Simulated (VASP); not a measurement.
# Mg8HO8 (a cell with a defect) in VASP: a series of runs

Runs on Mg8HO8 (a cell with a defect). Level: PBE+D3(BJ). Tasks: single point.

Everything below comes from runs of VASP 6.6.1. Logs are shortened: lines on timing, memory, paths and dates and some standing lists are left out, and cuts for length are marked.

## 1. The cell of the first run

The cell holds a defect, 17 atoms: a = 6.034 Å, b = 6.034 Å, c = 6.034 Å, α = 60.00°, β = 60.00°, γ = 60.00°.

## 2. Single point, PBE+D3(BJ)

Contents of INCAR:

```
SYSTEM = Mg8HO8
PREC = Accurate ; ENCUT = 520
EDIFF = 1E-7 ; ISMEAR = 0
SIGMA = 0.02 ; LREAL = Auto
LASPH = .TRUE. ; NELM = 80
ALGO = Normal ; ISIF = 2
LWAVE = .FALSE. ; LCHARG = .TRUE.
GGA = PE ; IVDW = 12
LELF = .TRUE. ; LVHAR = .TRUE.
NBANDS = 46 ; NELECT = 64.0
```

Contents of KPOINTS:

```
regular mesh
0
G
  3 3 3
  0 0 0
```

Contents of POSCAR:

```
Mg8HO8
1.0
    0.0000000000      4.2665000000      4.2665000000
    4.2665000000      0.0000000000      4.2665000000
    4.2665000000      4.2665000000      0.0000000000
Mg O H
8 8 1
Direct
    0.0181420368     -0.0120600023      0.0012966131
    0.0243186453     -0.0482012188      0.5000709012
    0.0103029415      0.4867417087      0.0116886206
    0.0244954881      0.5191184812      0.5001453182
    0.5085997891     -0.0173859135      0.0064467362
    0.5076497129     -0.0085509200      0.5048359311
    0.5087703035      0.4977324505      0.0064304465
    0.5119199578      0.4927735849      0.4979942576
    0.2421703973      0.2404216571      0.2723414977
    0.2654665417      0.2415731865      0.7558338216
    0.2684244697      0.7393758350      0.2482700105
    0.2655331068      0.7324465018      0.7558417907
    0.7604443924      0.2373186453      0.2506340091
    0.7876176023      0.2424027892      0.7229217157
    0.7604779093      0.7470441814      0.2506276808
    0.7616376421      0.7389619126      0.7558642916
   -0.0641378179      0.2614754483      0.5366609633
```

Potentials or basis: VASP PAW PBE potentials, release 64 (Mg, O, H).

Launch:

```console
cat potpaw_PBE.64/Mg/POTCAR potpaw_PBE.64/O/POTCAR potpaw_PBE.64/H/POTCAR > POTCAR
mpirun -np 1 vasp_std > vasp.out
```

OUTCAR:

```text
SYSTEM = Mg8HO8
   PREC = Accurate
   ENCUT = 520
   EDIFF = 1E-7
   ISMEAR = 0
   LREAL = Auto
   LASPH = .TRUE.
   NELM = 80
   ISIF = 2
   GGA = PE
   IVDW = 12
   NELECT = 64.0
 IVDW          = 12

 ion  position               nearest neighbor table
   1  0.018  0.988  0.001-  11 2.12  15 2.13  13 2.13  12 2.14  10 2.14  14 2.18   2 2.92   4 2.92
                             5 2.96   7 2.96   6 2.97   3 3.02   3 3.02   6 3.06   7 3.07   5 3.08
   2  0.024  0.952  0.500-  17 1.77  11 1.99  16 2.04  12 2.13   9 2.18  13 2.20  14 2.20   4 2.61
                             8 2.86   1 2.92   3 2.95   5 2.95   6 2.99   6 3.06   5 3.09   3 3.09
   3  0.010  0.487  0.012-   9 2.10  15 2.13  13 2.13  12 2.14  10 2.14  16 2.15   4 2.95   2 2.95
                             8 2.97   7 3.01   5 3.01   1 3.02   1 3.02   5 3.02   7 3.03   8 3.06
   4  0.024  0.519  0.500-  17 1.77  11 1.99  16 2.04  10 2.13   9 2.18  15 2.20  14 2.20   2 2.61
                             8 2.86   1 2.92   3 2.95   7 2.95   6 2.99   6 3.06   7 3.09   3 3.09
   5  0.509  0.983  0.006-  11 2.06  10 2.11  16 2.11  15 2.12   9 2.23  14 2.30   7 2.93   2 2.95
                             1 2.96   8 2.96   6 3.00   3 3.01   3 3.02   6 3.03   8 3.07   1 3.08
   6  0.508  0.991  0.505-   9 2.13  15 2.13  13 2.13  12 2.14  10 2.14  16 2.15   1 2.97   2 2.99
                             4 2.99   7 3.00   5 3.00   8 3.02   8 3.02   5 3.03   7 3.03   4 3.06
   7  0.509  0.498  0.006-  11 2.06  12 2.11  16 2.11  13 2.12   9 2.24  14 2.30   5 2.93   4 2.95
                             1 2.96   8 2.96   6 3.00   3 3.01   3 3.03   6 3.03   8 3.07   1 3.07
   8  0.512  0.493  0.498-  11 2.10  12 2.12  10 2.12  14 2.14  13 2.15  15 2.15   4 2.86   2 2.86
                             7 2.96   5 2.96   3 2.97   6 3.02   6 3.02   3 3.06   5 3.07   7 3.07
   9  0.242  0.240  0.272-   3 2.10   6 2.13   2 2.18   4 2.18   5 2.23   7 2.24
  10  0.265  0.242  0.756-   5 2.11   8 2.12   4 2.13   1 2.14   3 2.14   6 2.14
  11  0.268  0.739  0.248-   4 1.99   2 1.99   5 2.06   7 2.06   8 2.10   1 2.12
  12  0.266  0.732  0.756-   7 2.11   8 2.12   2 2.13   1 2.14   3 2.14   6 2.14
  13  0.760  0.237  0.251-   7 2.12   6 2.13   1 2.13   3 2.13   8 2.15   2 2.20
  14  0.788  0.242  0.723-  17 1.02   8 2.14   1 2.18   2 2.20   4 2.20   5 2.30   7 2.30
  15  0.760  0.747  0.251-   5 2.12   6 2.13   1 2.13   3 2.13   8 2.15   4 2.20
  16  0.762  0.739  0.756-   2 2.04   4 2.04   7 2.11   5 2.11   3 2.15   6 2.15
  17  0.936  0.261  0.537-  14 1.02   4 1.77   2 1.77

  LATTYP: Found a face centered cubic cell.
 ALAT       =     8.5330000000

  Lattice vectors:

 A1 = (   0.0000000000,   4.2665000000,   4.2665000000)
 A2 = (   4.2665000000,   0.0000000000,   4.2665000000)
 A3 = (   4.2665000000,   4.2665000000,   0.0000000000)

Analysis of symmetry for initial positions (statically):
=====================================================================
 Subroutine PRICEL returns:
 Original cell was already a primitive cell.

 Routine SETGRP: Setting up the symmetry group for a
 face centered cubic supercell.

 Subroutine GETGRP returns: Found  1 space group operations
 (whereof  1 operations were pure point group operations)
 out of a pool of 48 trial point group operations.

The static configuration has the point symmetry C_1 .

Analysis of symmetry for dynamics (positions and initial velocities):
=====================================================================
 Subroutine PRICEL returns:
 Original cell was already a primitive cell.

 Routine SETGRP: Setting up the symmetry group for a
 face centered cubic supercell.

 Subroutine GETGRP returns: Found  1 space group operations
 (whereof  1 operations were pure point group operations)
 out of a pool of 48 trial point group operations.

The dynamic configuration has the point symmetry C_1 .

 Subroutine INISYM returns: Found  1 space group operations
 (whereof  1 operations are pure point group operations),
 and found     1 'primitive' translations

----------------------------------------------------------------------------------------

                                     Primitive cell

  volume of cell :     155.3264

  direct lattice vectors                    reciprocal lattice vectors
     0.000000000  4.266500000  4.266500000    -0.117192078  0.117192078  0.117192078
     4.266500000  0.000000000  4.266500000     0.117192078 -0.117192078  0.117192078
     4.266500000  4.266500000  0.000000000     0.117192078  0.117192078 -0.117192078

  length of vectors
     6.033742164  6.033742164  6.033742164     0.202982633  0.202982633  0.202982633

  position of ions in fractional coordinates (direct lattice)
     0.018142037  0.987939998  0.001296613
     0.024318645  0.951798781  0.500070901
     0.010302942  0.486741709  0.011688621
     0.024495488  0.519118481  0.500145318
     0.508599789  0.982614086  0.006446736
[... 56 lines left out ...]

 Found     14 irreducible k-points:

 Following reciprocal coordinates:
            Coordinates               Weight
  0.000000  0.000000  0.000000      1.000000
  0.333333  0.000000  0.000000      2.000000
  0.000000  0.333333  0.000000      2.000000
  0.000000  0.000000  0.333333      2.000000
  0.333333  0.333333  0.333333      2.000000
  0.333333  0.333333  0.000000      2.000000
  0.000000  0.333333  0.333333      2.000000
  0.333333  0.000000  0.333333      2.000000
 -0.333333  0.333333  0.000000      2.000000
  0.000000 -0.333333  0.333333      2.000000
  0.333333  0.000000 -0.333333      2.000000
  0.333333  0.333333 -0.333333      2.000000
 -0.333333  0.333333 -0.333333      2.000000
  0.333333 -0.333333 -0.333333      2.000000
   k-points           NKPTS =     14   k-points in BZ     NKDIM =     14   number of bands    NBANDS=     46
   number of dos      NEDOS =    301   number of ions     NIONS =     17
   total plane-waves  NPLWV = 110592
   dimension x,y,z NGX =    48 NGY =   48 NGZ =   48
   dimension x,y,z NGXF=    96 NGYF=   96 NGZF=   96
   ions per type =               8   8   1
   NGX,Y,Z   is equivalent  to a cutoff of  13.23, 13.23, 13.23 a.u.
   NGXF,Y,Z  is equivalent  to a cutoff of  26.45, 26.45, 26.45 a.u.
 SYSTEM =  Mg8HO8
   PREC   = accura    normal or accurate (medium, high low for compatibility)
   ISTART =      0    job   : 0-new  1-cont  2-samecut
   ICHARG =      2    charge: 1-file 2-atom 10-const
   ISPIN  =      1    spin polarized calculation?
   LNONCOLLINEAR =      F non collinear calculations
   LSORBIT =      F    spin-orbit coupling
   LASPH  =      T    aspherical Exc in radial PAW
   ENCUT  =  520.0 eV  38.22 Ry    6.18 a.u.  11.22 11.22 11.22*2*pi/ulx,y,z
   NELM   =     80;   NELMIN=  2; NELMDL= -5     # of ELM steps
   EDIFF  = 0.1E-06   stopping-criterion for ELM
   LREAL  =      T    real-space projection
   EDIFFG = 0.1E-05   stopping-criterion for IOM
   NSW    =      0    number of steps for IOM
   IBRION =     -1    ionic relax: 0-MD 1-quasi-New 2-CG
   NFREE  =      0    steps in history (QN), initial steepest desc. (CG)
   ISIF   =      2    stress and relaxation
   ISYM   =      2    0-nonsym 1-usesym 2-fastsym
   POTIM  = 0.5000    time-step for ionic-motion
   TEBEG  =    0.0;   TEEND  =   0.0 temperature during run
   PSTRESS=    0.0 pullay stress
   NELECT =      64.0000    total number of electrons
   NUPDOWN=      -1.0000    fix difference up-down
   EMIN   =  10.00;   EMAX   =-10.00  energy-range for DOS
   EFERMI =   0.00;   METHOD = LEGACY
   ISMEAR =     0;   SIGMA  =   0.02  broadening in eV -4-tet -1-fermi 0-gaus
   EFERMI_NEDOS =   21; number of points for ismear=-14 and -15
   IALGO  =     38    algorithm
   IMIX   =      4    mixing-type and parameters
     AMIX     =   0.40;   BMIX     =  1.00
     AMIX_MAG =   1.60;   BMIX_MAG =  1.00
  volume/ion in A,a.u.               =       9.14        61.66
  Fermi-wavevector in a.u.,A,eV,Ry     =   1.218203  2.302070 20.191305  1.484019
  Thomas-Fermi vector in A             =   2.353498
   LORBIT       =      0    0 simple, 1 ext, 2 COOP (PROOUT), +10 PAW based schemes
   GGA     = PE    functional components
   LHFCALC =     F    Hartree Fock is set to
   AEXX    =    0.0000 exact exchange contribution
   IVDW    =    12    specifies the selected vdW correction
   LEPSILON=     F    determine dielectric tensor
   LRPA    =     F    only Hartree local field effects (RPA)
 non-spin polarized calculation
 Gauss-broadening in eV      SIGMA  =   0.02
  energy-cutoff  :      520.00
  volume of cell :      155.33
 maximum number of plane-waves:      4279
 NGX is ok and might be reduce to    48
   NGX = 23   NGY = 23   NGZ = 23

 number of electron      64.0000002 magnetization

 Free energy of the ion-electron system (eV)
  ---------------------------------------------------
  ext. energy  EPLUGINS =         0.00000000
  ---------------------------------------------------
  free energy    TOTEN  =      -101.98354564 eV

  energy without entropy =     -101.98354564  energy(sigma->0) =     -101.98354564

 E-fermi :   3.1856     XC(G=0): -10.8688

 val. band max:        3.0210226158   @ k =   0.0000   0.0000   0.0000
 cond. band min:       7.0504045627   @ k =   0.0000   0.0000   0.0000
 fundamental gap:      4.0293819469
 Fermi energy:         3.1855651805

 k-point     1 :       0.0000    0.0000    0.0000
  band No.  band energies     occupation
      1     -16.3000      2.00000
      2     -13.8594      2.00000
      3     -13.0445      2.00000
      4     -12.9346      2.00000
      5     -12.6122      2.00000
      6     -12.5984      2.00000
[... 647 lines left out ...]
     43      14.1351      0.00000
     44      14.3309      0.00000
 [bands above 44 left out]

------------------------ aborting loop because EDIFF is reached ----------------------------------------

 Edisp (eV)   -4.67851

 E8    (eV) :    -1.8131

  FORCE on cell =-STRESS in cart. coord.  units (eV):
  Direction    XX          YY          ZZ          XY          YZ          ZX
  --------------------------------------------------------------------------------------
  -------------------------------------------------------------------------------------
  Total      -9.05639   -12.53073    -9.05111    -0.44565     0.45168     5.26281
  in kB     -93.41584  -129.25336   -93.36139    -4.59682     4.65905    54.28537
  external pressure =     -105.34 kB  Pullay stress =        0.00 kB

 VOLUME and BASIS-vectors are now :
 -----------------------------------------------------------------------------
  energy-cutoff  :      520.00
  volume of cell :      155.33
      direct lattice vectors                 reciprocal lattice vectors
     0.000000000  4.266500000  4.266500000    -0.117192078  0.117192078  0.117192078
     4.266500000  0.000000000  4.266500000     0.117192078 -0.117192078  0.117192078
     4.266500000  4.266500000  0.000000000     0.117192078  0.117192078 -0.117192078

 POSITION                                       TOTAL-FORCE (eV/Angst)
 -----------------------------------------------------------------------------------
      4.22058      0.08293      4.29245        -0.004672      0.066146      0.007449
      6.19440      2.23731      4.16461        -0.091095      0.000773      0.077888
      2.12655      0.09383      2.12064        -0.017319      0.016029      0.017225
      4.34869      2.23838      2.31933        -0.078177     -0.004231      0.090774
      4.21983      2.19745      6.36226        -0.011527     -0.000229     -0.003594
      6.38390      4.31977      6.39590        -0.023658     -0.027547      0.022125
[... 9 lines left out ...]
      6.37768      6.47442      6.40231        -0.031093      0.003095      0.032587
      3.40525      6.28252      5.10844         0.313545      0.006826     -0.314856
 -----------------------------------------------------------------------------------
    total drift:                                0.003549      0.003006     -0.001945

  FREE ENERGIE OF THE ION-ELECTRON SYSTEM (eV)
  ---------------------------------------------------
  free  energy   TOTEN  =      -106.6620596813 eV

  energy  without entropy=     -106.6620596813  energy(sigma->0) =     -106.66205968
```

Wall time 2.3 min (1 thread of Intel Xeon 6975P-C (Granite Rapids), shared host); peak memory 0.35 GiB.

Results:

```
Free energy                : -106.6621 eV
Largest force              : 0.444 eV/Å
Dispersion energy per atom : -0.275 eV
```

Forces on the atoms (eV/Å):
```
Mg  -0.005  0.066  0.007
Mg  -0.091  0.001  0.078
Mg  -0.017  0.016  0.017
Mg  -0.078 -0.004  0.091
Mg  -0.012  0.000 -0.004
Mg  -0.024 -0.028  0.022
Mg   0.005 -0.006  0.010
Mg  -0.020 -0.058  0.021
O   -0.004 -0.006  0.006
O   -0.016 -0.009  0.015
O   -0.050  0.005  0.046
O   -0.016 -0.011  0.021
O   -0.017  0.009  0.021
O    0.082  0.008 -0.082
O   -0.020  0.006  0.014
O   -0.031  0.003  0.033
H    0.314  0.007 -0.315
```

Caveat: the k points lie up to 0.43 Å⁻¹ apart; the cell carries a net charge on a neutralising background, which shifts energy and pressure; the cell is charged against a uniform background, so pressure and absolute levels hang on convention.

## 3. Single point, PBE+D3(BJ)

Contents of INCAR:

```
  PREC = Accurate
  ENCUT = 520
  EDIFF = 1E-6
  ISMEAR = 0
  SIGMA = 0.02
  LREAL = Auto
  LASPH = T
  NELM = 80
  ALGO = Normal
  ISIF = 2
  LWAVE = F
  LCHARG = F
  GGA = PE
  IVDW = 12
  NELECT = 64.0
  NBANDS = 46
```

Contents of KPOINTS:

```
regular mesh
0
Gamma
  3 3 3
```

Contents of POSCAR:

```
Mg8HO8
1.0
    0.0000000000      4.2665000000      4.2665000000
    4.2665000000      0.0000000000      4.2665000000
    4.2665000000      4.2665000000      0.0000000000
Mg O H
8 8 1
Direct
    0.0031989921     -0.0042888785     -0.0034052502
   -0.0237670221     -0.0225915856      0.5138537443
   -0.0076832298      0.4957528419      0.0031692254
   -0.0056225243      0.4998873784      0.5092175085
    0.5039530060     -0.0120917614      0.0031668815
    0.5370441814     -0.0257435837      0.5150216805
    0.5070284777      0.4957606938      0.0033240361
    0.4984975976      0.4976655338      0.5028044064
    0.2518634712      0.2472139927      0.2479593343
    0.2534633775      0.2440971522      0.7502633306
    0.2480094926      0.7445293566      0.2526976444
    0.2509922653      0.7626097504      0.7355097855
    0.7516075237      0.2406957694      0.2554896285
    0.7487151061      0.2447631548      0.7517749912
    0.7534953709      0.7440297668      0.2531831712
    0.7518758936      0.7344156803      0.7631263331
    0.2301096918      0.1164795500      0.4337320989
```

Potentials or basis: VASP PAW PBE potentials, release 64 (Mg, O, H).

Launch:

```console
cat potpaw_PBE.64/Mg/POTCAR potpaw_PBE.64/O/POTCAR potpaw_PBE.64/H/POTCAR > POTCAR
mpirun -np 1 vasp_std > vasp.out
```

Wall time 2.2 min (1 thread of Intel Xeon 6975P-C (Granite Rapids), shared host); peak memory 0.35 GiB.

It converged, with:

* Free energy: -106.7582 eV
* Largest force: 0.217 eV/Å
* Dispersion energy per atom: -0.275 eV

Forces on the atoms (eV/Å):
```
Mg  -0.009  0.014  0.001
Mg  -0.020  0.031 -0.032
Mg  -0.012 -0.001  0.003
Mg   0.059  0.010  0.033
Mg  -0.038  0.004  0.000
Mg   0.000 -0.003 -0.026
Mg  -0.009  0.012  0.019
Mg  -0.017  0.021  0.003
O   -0.024 -0.104  0.094
O    0.000  0.015  0.006
O   -0.010  0.018  0.001
O   -0.018  0.037 -0.023
O   -0.014  0.002  0.002
O   -0.039  0.017  0.035
O   -0.008  0.007  0.004
O   -0.001  0.006 -0.002
H    0.161 -0.086 -0.118
```

Levels at points of the mesh, in eV from the Fermi level:
| k point | band 29 | band 30 | band 31 | band 32 | band 33 | band 34 | band 35 | band 36 |
| --- | --- | --- | --- | --- | --- | --- | --- | --- |
| (0.00, 0.00, 0.00) | -0.43 | -0.17 | -0.13 | -0.11 | 3.84 | 6.31 | 7.48 | 7.55 |

Caveat: the k points lie up to 0.43 Å⁻¹ apart; the cell carries a net charge on a neutralising background, which shifts energy and pressure; the cell is charged against a uniform background, so pressure and absolute levels hang on convention.
